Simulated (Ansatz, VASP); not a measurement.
# KF in VASP and in Ansatz

```
CELL_PARAMETERS angstrom
-0.02949 2.75251 2.75251
2.75251 -0.02949 2.75251
2.75251 2.75251 -0.02949
ATOMIC_POSITIONS crystal
K 0.00000 0.00000 0.00000
F 0.50000 0.50000 0.50000
```

Alike in both runs: task single point; functional PBE; k mesh 8 × 8 × 8; occupations gaussian, width 0.05 eV; no spin polarisation.

|  | VASP | Ansatz |
| --- | --- | --- |
| version | VASP 6.6.1 | Ansatz 0.2.0 |
| potentials or method | VASP PAW PBE potentials, release 64 (K_sv, F), cutoff 520 eV | scalar-relativistic, plane waves, PAW |
| valence electrons in the cell | 16 | 16 |

|  | VASP | Ansatz | Ansatz less VASP |
| --- | --- | --- | --- |
| gap on the k mesh at the Fermi level (eV) | 5.64 | 5.65 | +0.014 |
| least direct gap on the mesh (eV) | 5.64 | 5.65 | +0.014 |
| pressure (GPa) | -1.6 | -1.6 | +0.03 |
| traceless stress, the component that is largest in VASP (GPa) | 0.14 | 0.14 | +0.001 |
